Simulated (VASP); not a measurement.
# TaN (P4/nmm) in VASP: notebook, part 2 of 2

VASP 6.6.1. The steps go on from the part before.

### 4 Single point, PBE

This run uses another cell than the first one, of 14.09 Å³/atom, 1.043 times its volume.

The input, INCAR:

```
SYSTEM = TaN
PREC     = Accurate       ! precision mode
ENCUT    = 520            ! plane-wave cutoff, eV
EDIFF    = 1E-7           ! SCF threshold, eV
ISMEAR   = -1             ! smearing method
SIGMA    = 0.05           ! smearing width, eV
LREAL    = .FALSE.        ! projectors in reciprocal space
LASPH    = .TRUE.         ! aspherical terms in the spheres
NELM     = 100            ! most SCF steps
ALGO     = Normal         ! electronic algorithm
ISIF     = 2              ! what is computed and relaxed
LWAVE    = .FALSE.        ! write WAVECAR
LCHARG   = .TRUE.         ! write CHGCAR
GGA      = PE             ! functional
LELF     = .TRUE.         ! ELF
LVHAR    = .TRUE.       
NBANDS   = 24             ! bands
```

The input, KPOINTS:

```
regular mesh
0
G
  8 8 6
  0 0 0
```

The input, POSCAR:

```
TaN
1.0
    3.3763083537      0.0000000000      0.0000000000
    0.0000000000      3.3763083537      0.0000000000
    0.0000000000      0.0000000000      4.9435602427
Ta N
2 2
Direct
    0.0000000000      0.0000000000      0.0000000000
    0.5000000000      0.5000000000      0.0000000000
    0.5000000000      0.0000000000      0.2670000000
    0.0000000000      0.5000000000      0.7330000000
```

Potentials or basis: VASP PAW PBE potentials, release 64 (Ta_pv, N).

The run is started by

```bash
cat potpaw_PBE.64/Ta_pv/POTCAR potpaw_PBE.64/N/POTCAR > POTCAR
mpirun -np 1 vasp_std > vasp.out
```

OUTCAR:

```text
SYSTEM = TaN
   PREC = Accurate
   ENCUT = 520
   EDIFF = 1E-7
   ISMEAR = -1
   LREAL = .FALSE.
   LASPH = .TRUE.
   NELM = 100
   ISIF = 2
   GGA = PE

 ion  position               nearest neighbor table
   1  0.000  0.000  0.000-   3 2.14   4 2.14   4 2.14   3 2.14   2 2.39   2 2.39   2 2.39   2 2.39

   2  0.500  0.500  0.000-   3 2.14   4 2.14   3 2.14   4 2.14   1 2.39   1 2.39   1 2.39   1 2.39

   3  0.500  0.000  0.267-   1 2.14   2 2.14   2 2.14   1 2.14
   4  0.000  0.500  0.733-   1 2.14   2 2.14   1 2.14   2 2.14

  LATTYP: Found a simple tetragonal cell.
 ALAT       =     3.3763083537
 C/A-ratio  =     1.4641909816

  Lattice vectors:

 A1 = (   3.3763083537,   0.0000000000,   0.0000000000)
 A2 = (   0.0000000000,   3.3763083537,   0.0000000000)
 A3 = (   0.0000000000,   0.0000000000,   4.9435602427)

Analysis of symmetry for initial positions (statically):
=====================================================================
 Subroutine PRICEL returns:
 Original cell was already a primitive cell.

 Routine SETGRP: Setting up the symmetry group for a
 simple tetragonal supercell.

 Subroutine GETGRP returns: Found 16 space group operations
 (whereof  8 operations were pure point group operations)
 out of a pool of 16 trial point group operations.

The static configuration has the point symmetry D_2d.
 The point group associated with its full space group is D_4h.

Analysis of symmetry for dynamics (positions and initial velocities):
=====================================================================
 Subroutine PRICEL returns:
 Original cell was already a primitive cell.

 Routine SETGRP: Setting up the symmetry group for a
 simple tetragonal supercell.

 Subroutine GETGRP returns: Found 16 space group operations
 (whereof  8 operations were pure point group operations)
 out of a pool of 16 trial point group operations.

The dynamic configuration has the point symmetry D_2d.
 The point group associated with its full space group is D_4h.

 Subroutine INISYM returns: Found 16 space group operations
 (whereof  8 operations are pure point group operations),
 and found     1 'primitive' translations

----------------------------------------------------------------------------------------

                                     Primitive cell

  volume of cell :      56.3539

  direct lattice vectors                    reciprocal lattice vectors
     3.376308354  0.000000000  0.000000000     0.296181478  0.000000000  0.000000000
     0.000000000  3.376308354  0.000000000     0.000000000  0.296181478  0.000000000
     0.000000000  0.000000000  4.943560243     0.000000000  0.000000000  0.202283365

  length of vectors
     3.376308354  3.376308354  4.943560243     0.296181478  0.296181478  0.202283365

  position of ions in fractional coordinates (direct lattice)
     0.000000000  0.000000000  0.000000000
     0.500000000  0.500000000  0.000000000
     0.500000000  0.000000000  0.267000000
     0.000000000  0.500000000  0.733000000

  ion indices of the primitive-cell ions
   primitive index   ion index
                 1           1
                 2           2
                 3           3
                 4           4

----------------------------------------------------------------------------------------

 KPOINTS: regular mesh

Automatic generation of k-mesh.
 Grid dimensions read from file:
 generate k-points for:    8    8    6

 Generating k-lattice:

  Cartesian coordinates                     Fractional coordinates (reciprocal lattice)
     0.037022685  0.000000000  0.000000000     0.125000000  0.000000000  0.000000000
     0.000000000  0.037022685  0.000000000     0.000000000  0.125000000  0.000000000
     0.000000000  0.000000000  0.033713894     0.000000000  0.000000000  0.166666667

  Length of vectors
     0.037022685  0.037022685  0.033713894

  Shift w.r.t. Gamma in fractional coordinates (k-lattice)
     0.000000000  0.000000000  0.000000000

 Subroutine IBZKPT returns following result:
 ===========================================

 Found     60 irreducible k-points:

 Following reciprocal coordinates:
            Coordinates               Weight
  0.000000  0.000000  0.000000      1.000000
  0.125000  0.000000  0.000000      4.000000
  0.250000  0.000000  0.000000      4.000000
  0.375000  0.000000  0.000000      4.000000
  0.500000  0.000000  0.000000      2.000000
  0.125000  0.125000  0.000000      4.000000
[... 16 lines left out ...]
  0.375000  0.125000  0.166667     16.000000
  0.500000  0.125000  0.166667      8.000000
 [... further k-points ...]
   k-points           NKPTS =     60   k-points in BZ     NKDIM =     60   number of bands    NBANDS=     24
   number of dos      NEDOS =    301   number of ions     NIONS =      4
   total plane-waves  NPLWV =  31360
   dimension x,y,z NGX =    28 NGY =   28 NGZ =   40
   dimension x,y,z NGXF=    56 NGYF=   56 NGZF=   80
   ions per type =               2   2
   NGX,Y,Z   is equivalent  to a cutoff of  13.79, 13.79, 13.45 a.u.
   NGXF,Y,Z  is equivalent  to a cutoff of  27.57, 27.57, 26.90 a.u.
 SYSTEM =  TaN
   PREC   = accura    normal or accurate (medium, high low for compatibility)
   ISTART =      0    job   : 0-new  1-cont  2-samecut
   ICHARG =      2    charge: 1-file 2-atom 10-const
   ISPIN  =      1    spin polarized calculation?
   LNONCOLLINEAR =      F non collinear calculations
   LSORBIT =      F    spin-orbit coupling
   LASPH  =      T    aspherical Exc in radial PAW
   ENCUT  =  520.0 eV  38.22 Ry    6.18 a.u.   6.28  6.28  9.19*2*pi/ulx,y,z
   NELM   =    100;   NELMIN=  2; NELMDL= -5     # of ELM steps
   EDIFF  = 0.1E-06   stopping-criterion for ELM
   LREAL  =      F    real-space projection
   EDIFFG = 0.1E-05   stopping-criterion for IOM
   NSW    =      0    number of steps for IOM
   IBRION =     -1    ionic relax: 0-MD 1-quasi-New 2-CG
   NFREE  =      0    steps in history (QN), initial steepest desc. (CG)
   ISIF   =      2    stress and relaxation
   ISYM   =      2    0-nonsym 1-usesym 2-fastsym
   POTIM  = 0.5000    time-step for ionic-motion
   TEBEG  =    0.0;   TEEND  =   0.0 temperature during run
   PSTRESS=    0.0 pullay stress
   NELECT =      32.0000    total number of electrons
   NUPDOWN=      -1.0000    fix difference up-down
   EMIN   =  10.00;   EMAX   =-10.00  energy-range for DOS
   EFERMI =   0.00;   METHOD = LEGACY
   ISMEAR =    -1;   SIGMA  =   0.05  broadening in eV -4-tet -1-fermi 0-gaus
   EFERMI_NEDOS =   21; number of points for ismear=-14 and -15
   IALGO  =     38    algorithm
   IMIX   =      4    mixing-type and parameters
     AMIX     =   0.40;   BMIX     =  1.00
     AMIX_MAG =   1.60;   BMIX_MAG =  1.00
  volume/ion in A,a.u.               =      14.09        95.07
  Fermi-wavevector in a.u.,A,eV,Ry     =   1.355658  2.561822 25.004905  1.837809
  Thomas-Fermi vector in A             =   2.482727
   LORBIT       =      0    0 simple, 1 ext, 2 COOP (PROOUT), +10 PAW based schemes
   GGA     = PE    functional components
   LHFCALC =     F    Hartree Fock is set to
   AEXX    =    0.0000 exact exchange contribution
   IVDW    =     0    specifies the selected vdW correction
   LEPSILON=     F    determine dielectric tensor
   LRPA    =     F    only Hartree local field effects (RPA)
 non-spin polarized calculation
  energy-cutoff  :      520.00
  volume of cell :       56.35
 maximum number of plane-waves:      1544
 NGX is ok and might be reduce to    28
   NGX = 13   NGY = 13   NGZ = 19

 number of electron      31.9999998 magnetization

 Free energy of the ion-electron system (eV)
  ---------------------------------------------------
  ext. energy  EPLUGINS =         0.00000000
  ---------------------------------------------------
  free energy    TOTEN  =       -35.73236931 eV

  energy without entropy =      -35.71062488  energy(sigma->0) =      -35.72149710

 E-fermi :   3.8870     XC(G=0): -11.1627

 val. band max:        3.8603076281   @ k =   0.5000   0.0000   0.0000
 cond. band min:       3.8908838098   @ k =   0.2500   0.1250   0.1667
 fundamental gap:      0.0305761818
 Fermi energy:         3.8869815788

 k-point     1 :       0.0000    0.0000    0.0000
  band No.  band energies     occupation
      1     -31.7505      2.00000
      2     -31.7505      2.00000
      3     -30.6386      2.00000
      4     -29.5545      2.00000
      5     -28.7063      2.00000
      6     -28.7063      2.00000
[... 16 lines left out ...]
     23      10.3551      0.00000
     24      13.1983      0.00000
[... 598 lines left out ...]
      2     -31.2439      2.00000
      3     -30.0797      2.00000
      4     -30.0797      2.00000
      5     -29.6685      2.00000
      6     -29.6685      2.00000
[... 16 lines left out ...]
     23      10.5052      0.00000
     24      10.5052      0.00000

 [... further k-points ...]
[... 5 lines left out ...]
  --------------------------------------------------------------------------------------
  -------------------------------------------------------------------------------------
  Total       26.5453569     26.5453569     -5.3309848      0.0000000     -0.0000000      0.0000000
  in kB      754.7013282    754.7013282   -151.5632770      0.0000000     -0.0000000      0.0000000
  external PRESSURE =     452.6131265 kB  Pullay stress =       0.0000000 kB

 VOLUME and BASIS-vectors are now :
 -----------------------------------------------------------------------------
  energy-cutoff  :      520.00
  volume of cell :       56.35
      direct lattice vectors                 reciprocal lattice vectors
     3.376308354  0.000000000  0.000000000     0.296181478  0.000000000  0.000000000
     0.000000000  3.376308354  0.000000000     0.000000000  0.296181478  0.000000000
     0.000000000  0.000000000  4.943560243     0.000000000  0.000000000  0.202283365

 POSITION                                       TOTAL-FORCE (eV/Angst)
 -----------------------------------------------------------------------------------
      0.00000      0.00000      0.00000        -0.000000     -0.000000      0.000000
      1.68815      1.68815      0.00000         0.000000      0.000000      0.000000
      1.68815      0.00000      1.31993        -0.000000      0.000000     -2.204898
      0.00000      1.68815      3.62363        -0.000000      0.000000      2.204898
 -----------------------------------------------------------------------------------
    total drift:                                0.000000      0.000000     -0.000000

  FREE ENERGIE OF THE ION-ELECTRON SYSTEM (eV)
  ---------------------------------------------------
  free  energy   TOTEN  =       -35.7323693111 eV

  energy  without entropy=      -35.7106248828  energy(sigma->0) =      -35.72149710
```

It took 33 s on 1 thread of Intel Xeon 6975P-C (Granite Rapids), shared host; peak memory 0.21 GiB.

What came out:

* Free energy: -35.7324 eV
* Pressure: 45.3 GPa
* Largest force: 2.205 eV/Å
* Band gap on the k mesh: zero (band 16 reaches 5.29 eV, above the bottom of band 17 at 3.19 eV)

Forces in eV/Å, atoms in the order of the input:
```
Ta   0.000  0.000  0.000
Ta   0.000  0.000  0.000
N    0.000  0.000 -2.205
N    0.000  0.000  2.205
```

Caveat: spin-orbit coupling is left out, which moves the levels of the heavy elements; forces of over 1 eV/Å act on the atoms, so gaps and moduli don't describe the material at rest.

### 5 The runs side by side

| cell | gap on the mesh (eV) | pressure (GPa) | largest force (eV/Å) |
| --- | --- | --- | --- |
| a = 3.330, b = 3.330, c = 4.875 Å, 4 atoms | none | 59.7 | 1.32 |
| a = 3.353, b = 3.353, c = 4.910 Å, 4 atoms | none | 52.1 | 1.78 |
| a = 3.376, b = 3.376, c = 4.944 Å, 4 atoms | none | 45.3 | 2.20 |

Alike in all rows: task single point; level PBE; potentials or basis VASP PAW PBE potentials, release 64 (Ta_pv, N); no spin polarisation; k mesh 8 × 8 × 6; cutoff (eV) 520; smearing fermi-dirac 0.05 eV.

Caveats: spin-orbit coupling is left out, which moves the levels of the heavy elements; forces of over 1 eV/Å act on the atoms, so gaps and moduli don't describe the material at rest.

Absolute energies hang on the potentials; compare differences alone.
